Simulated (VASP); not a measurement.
A run of VASP 6.6.1 is set up as follows.

Contents of INCAR:

```
  PREC = Accurate
  ENCUT = 520
  EDIFF = 1E-6
  ISMEAR = -1
  SIGMA = 0.05
  LREAL = F
  LASPH = T
  NELM = 60
  ALGO = Normal
  ISIF = 2
  LWAVE = F
  LCHARG = F
  GGA = RE
  IVDW = 12
  NBANDS = 30
```

The input KPOINTS:

```
Automatic mesh
0
Gamma
  5 5 5
```

POSCAR

```
CsSnI3
1.0
    6.1869603213      0.0000000000      0.0000000000
    0.0000000000      6.1869603213      0.0000000000
    0.0000000000      0.0000000000      6.1869603213
Cs I Sn
1 3 1
Direct
    0.0000000000      0.0000000000      0.0000000000
    0.5000000000      0.5000000000      0.0000000000
    0.5000000000      0.0000000000      0.5000000000
    0.0000000000      0.5000000000      0.5000000000
    0.5000000000      0.5000000000      0.5000000000
```

Potentials or basis: VASP PAW PBE potentials, release 64 (Cs_sv, I, Sn_d).

Run with:

```sh
$ cat potpaw_PBE.64/Cs_sv/POTCAR potpaw_PBE.64/I/POTCAR potpaw_PBE.64/Sn_d/POTCAR > POTCAR
$ mpirun -np 1 vasp_std > vasp.out
```

Problem. Predict the pressure.

Solution. 0.0 GPa.

Problem. Estimate the band gap on the k mesh.

Solution. 1.74 eV.

Problem. Estimate the dispersion energy per atom.

Solution. -0.465 eV.

Caveat: the PAW data sets were made with another functional, which shifts forces and pressure a little; spin-orbit coupling is left out, which moves the levels of the heavy elements; an odd mesh through Γ misses points on the zone boundary, where band edges can lie.
